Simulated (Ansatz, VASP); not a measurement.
**Ga4P: VASP beside Ansatz**

```
Ga P
1.0
     5.83692    0.00000    0.00000
     0.00000    5.83692    0.00000
     0.00000    0.00000    5.57644
Ga P
8 2
Direct
  0.66641 0.83359 0.28294
  0.83359 0.33359 0.28294
  0.16641 0.33359 0.71706
  0.83359 0.66641 0.71706
  0.66641 0.16641 0.71706
  0.33359 0.83359 0.71706
  0.33359 0.16641 0.28294
  0.16641 0.66641 0.28294
  0.50000 0.50000 0.00000
  0.00000 0.00000 0.00000
```

Change from the starting cell: species swapped into the PtPb4 type (P4/nbm, No. 125).

Alike in both runs: functional PBE; k mesh 6 × 6 × 8; occupations gaussian, width 0.1 eV; no spin polarisation.

Ansatz relaxed the structure, and its values are those at the end. VASP's run is a single point on that final structure, the one shown.

|  | VASP | Ansatz |
| --- | --- | --- |
| version | VASP 6.6.1 | Ansatz 0.2.0 |
| potentials or method | VASP PAW PBE potentials, release 64 (Ga_d, P), cutoff 520 eV | scalar-relativistic, plane waves, PAW |
| valence electrons in the cell | 114 | 114 |

Ansatz gave:

| Property | Result |
| --- | --- |
| gap on the k mesh at the Fermi level (eV) | none |
| pressure (GPa) | 0.0 |

**Question.** Estimate VASP's values.

**Answer.** gap on the k mesh at the Fermi level (eV): none; pressure (GPa): 0.1.

A gap of «none» marks a metal or a gap that the smearing closes.
